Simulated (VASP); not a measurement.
# HgTe2 (P4/nmm) in VASP: notebook, part 2 of 2

VASP 6.6.1. The steps go on from the part before.

## 4. Relaxation of cell and atoms, PBE

This run uses another cell than the first one, of 28.02 Å³/atom, 0.768 times its volume.

File INCAR:

```
SYSTEM = HgTe2
PREC = Accurate
ENCUT = 600
EDIFF = 1E-7
ISMEAR = 0
SIGMA = 0.1
LREAL = .FALSE.
LASPH = .TRUE.
NELM = 100
ALGO = Normal
ISIF = 3
LWAVE = .FALSE.
LCHARG = .FALSE.
GGA = PE
IBRION = 2
NSW = 90
EDIFFG = -0.04
```

File KPOINTS:

```
regular mesh
0
G
  4 4 4
  0 0 0
```

File POSCAR:

```
HgTe2
1.0
    4.7940002593      0.0000000000      0.0000000000
    0.0000000000      4.7940002593      0.0000000000
    0.0000000000      0.0000000000      7.3146932815
Hg Te
2 4
Direct
    0.0000000000      0.5000000000      0.7000000000
    0.5000000000      0.0000000000      0.3000000000
    0.0000000000      0.0000000000      0.0000000000
    0.5000000000      0.5000000000      0.0000000000
    0.0000000000      0.5000000000      0.2700000000
    0.5000000000      0.0000000000      0.7300000000
```

Launch:

```
cat potpaw_PBE.64/Hg/POTCAR potpaw_PBE.64/Te/POTCAR > POTCAR
mpirun -np 1 vasp_std > vasp.out
```

It took 28 min on 1 thread of Intel Xeon 6975P-C (Granite Rapids), shared host; peak memory 0.37 GiB.

It converged, with:

* Free energy: -12.3966 eV
* Relaxed volume: 39.25 Å³/atom
* Relaxed cell: a = 6.147 Å, b = 6.147 Å, c = 6.232 Å, α = 90.00°, β = 90.00°, γ = 90.00°
* Space group after relaxing (to 0.05 Å): P4/nmm (No. 129)
* Energy gained by relaxing: 391.0 meV/atom
* Ionic steps: 51
* Pressure after relaxing: -0.1 GPa
* Largest force after relaxing: 0.036 eV/Å

Forces in eV/Å, atoms in the order of the input:
```
Hg   0.000  0.000 -0.029
Hg   0.000  0.000  0.029
Te   0.000  0.000  0.000
Te   0.000  0.000  0.000
Te   0.000  0.000 -0.036
Te   0.000  0.000  0.036
```

Step by step:
```
step  energy change (eV)  largest force (eV/Å)  pressure (GPa)  volume (Å³)
   1              0.0000                1.0841            5.77       168.11
   3             -0.4455                0.2566           -0.57       191.06
   5             -0.7484                0.5508            0.67       186.86
   7             -0.9089                1.0839            0.28       195.52
   9             -0.9281                1.3674            0.32       198.26
  11             -1.0607                1.2346           -0.36       203.70
  13             -1.1235                1.1345           -0.95       209.62
  15             -1.3343                0.4002           -0.77       205.37
  17             -1.3604                0.1374           -0.38       202.99
  19             -1.3655                0.1207           -0.14       201.79
  21             -1.3676                0.1223            0.19       200.28
  23             -1.3751                0.1559            0.12       201.46
  25             -1.3749                0.4907           -0.09       206.70
  27             -1.3831                0.3376            0.01       204.19
  29             -1.3940                0.3686           -0.09       205.54
  31             -1.4297                0.3633           -0.50       211.01
  33             -1.6223                0.5920           -1.25       233.51
  35             -1.6365                0.4904           -1.51       237.72
  37             -1.6549                0.4266           -1.61       239.47
  39             -1.6841                0.4800           -2.04       247.40
  41             -1.8123                0.5239           -1.80       244.85
  43             -2.1567                0.7155           -0.17       233.35
  45             -2.1829                0.7681            0.74       228.99
  47             -2.3209                0.2472            0.00       235.82
  49             -2.3280                0.1429           -0.11       237.91
  51             -2.3458                0.0358           -0.14       235.52
```

Final structure:
```yaml
crystal:
  lattice:
    - [6.14733, 0.00000, 0.00000]
    - [0.00000, 6.14733, 0.00000]
    - [0.00000, 0.00000, 6.23246]
  atoms:
    - { symbol: Hg, position: [0.00000, 0.50000, 0.53984] }
    - { symbol: Hg, position: [0.50000, 0.00000, 0.46016] }
    - { symbol: Te, position: [0.00000, 0.00000, 0.00000] }
    - { symbol: Te, position: [0.50000, 0.50000, 0.00000] }
    - { symbol: Te, position: [0.00000, 0.50000, 0.04217] }
    - { symbol: Te, position: [0.50000, 0.00000, 0.95783] }
```

Levels at points of the mesh, in eV from the Fermi level:
```csv
k point,band 21,band 22,band 23,band 24,band 25,band 26,band 27,band 28
"(0.00, 0.00, 0.00)",-2.17,-1.62,-0.90,0.41,2.61,2.61,3.24,3.24
"(0.50, 0.00, 0.00)",-1.88,-1.88,-0.70,-0.70,0.08,0.08,3.32,3.32
"(0.50, 0.50, 0.00)",-1.26,-1.26,-1.09,-1.09,-0.91,-0.91,-0.73,-0.73
"(0.00, 0.00, 0.50)",-0.98,-0.52,1.42,1.67,1.78,1.78,3.09,3.09
"(0.50, 0.00, 0.50)",-1.04,-1.04,0.01,0.01,1.36,1.36,2.70,2.70
"(0.50, 0.50, 0.50)",-1.07,-1.07,-0.94,-0.94,-0.87,-0.87,1.46,1.46
```

Caveat: the volume moved by over 15 % at a fixed basis, so the end points are rough; the bands computed are all filled at some k points, so no gap is given; spin-orbit coupling is left out, which moves the levels of the heavy elements.

## 5. Single point, PBE

This run uses another cell than the first one, of 36.11 Å³/atom, 0.990 times its volume.

File INCAR:

```
SYSTEM = HgTe2
PREC = Accurate
ENCUT = 520
EDIFF = 1E-6
ISMEAR = 0
SIGMA = 0.1
LREAL = .False.
LASPH = .True.
NELM = 80
ALGO = Normal
ISIF = 2
LWAVE = .False.
LCHARG = .False.
GGA = PE
NBANDS = 33
```

File KPOINTS:

```
regular mesh
0
Gamma
  8 8 4
  0 0 0
```

File POSCAR:

```
HgTe2
1.0
    4.9067609659      0.0000000000      0.0000000000
    0.0000000000      4.9067609659      0.0000000000
    0.0000000000      0.0000000000      9.0000887855
Hg Te
2 4
Direct
    0.0000000000      0.5000000000      0.8002776428
    0.5000000000      0.0000000000      0.1997223572
    0.0000000000      0.0000000000      0.0000000000
    0.5000000000      0.5000000000      0.0000000000
    0.0000000000      0.5000000000      0.4993170266
    0.5000000000      0.0000000000      0.5006829734
```

Launch:

```
cat potpaw_PBE.64/Hg/POTCAR potpaw_PBE.64/Te/POTCAR > POTCAR
mpirun -np 1 vasp_std > vasp.out
```

Run time: 92 s. Hardware: 1 thread of Intel Xeon 6975P-C (Granite Rapids), shared host; peak memory 0.44 GiB.

It converged, with:

| Quantity | Value |
| --- | --- |
| Free energy | -12.2131 eV |
| Pressure | 0.0 GPa |
| Largest force | 0.020 eV/Å |
| Band gap on the k mesh | zero (band 24 reaches 4.72 eV, above the bottom of band 25 at 2.32 eV) |

Forces in eV/Å, atoms in the order of the input:
```
Hg   0.000  0.000  0.003
Hg   0.000  0.000 -0.003
Te   0.000  0.000  0.000
Te   0.000  0.000  0.000
Te   0.000  0.000 -0.020
Te   0.000  0.000  0.020
```

Stress tensor (GPa, compression positive):
```
-0.03  0.00  0.00
 0.00 -0.03  0.00
 0.00  0.00  0.11
```

Levels at points of the mesh, in eV from the Fermi level:
```
           k point  band 21  band 22  band 23  band 24  band 25  band 26  band 27  band 28
(0.00, 0.00, 0.00)    -2.52    -0.41     0.21     0.21     0.34     0.59     1.16     1.16
(0.50, 0.00, 0.00)    -1.76    -1.76    -1.37    -1.37    -1.33    -1.33     1.40     1.40
(0.50, 0.50, 0.00)    -2.57    -2.57     1.03     1.03     1.51     1.51     1.89     1.89
(0.00, 0.00, 0.50)    -1.31    -0.41     0.36     0.38     0.38     0.89     1.07     1.07
(0.50, 0.00, 0.50)    -2.12    -2.12    -1.39    -1.39    -1.37    -1.37     1.77     1.77
(0.50, 0.50, 0.50)    -2.26    -2.26     0.44     0.44     1.51     1.51     1.83     1.83
```

Caveat: spin-orbit coupling is left out, which moves the levels of the heavy elements.

## 6. Summary

```csv
task,cell,k mesh,cutoff (eV),gap on the mesh (eV),pressure (GPa),largest force (eV/Å)
single point,"a = 4.941, b = 4.941, c = 8.963 Å, 6 atoms",4 × 4 × 4,520,none,-0.2,0.05
single point,"a = 4.794, b = 4.794, c = 7.315 Å, 6 atoms",4 × 4 × 4,520,none,5.7,1.08
relaxation of cell and atoms,"relaxed from a = 4.794, b = 4.794, c = 7.315 Å, 6 atoms",4 × 4 × 4,600,-,-0.1,0.04
single point,"a = 4.907, b = 4.907, c = 9.000 Å, 6 atoms",8 × 8 × 4,520,none,0.0,0.02
```

Alike in all rows: level PBE; potentials or basis VASP PAW PBE potentials, release 64 (Hg, Te); no spin polarisation; smearing gaussian 0.1 eV.

Caveats: spin-orbit coupling is left out, which moves the levels of the heavy elements; forces of over 1 eV/Å act on the atoms, so gaps and moduli don't describe the material at rest (some runs); the volume moved by over 15 % at a fixed basis, so the end points are rough (some runs); the bands computed are all filled at some k points, so no gap is given (some runs).

Absolute energies hang on the potentials; compare differences alone.
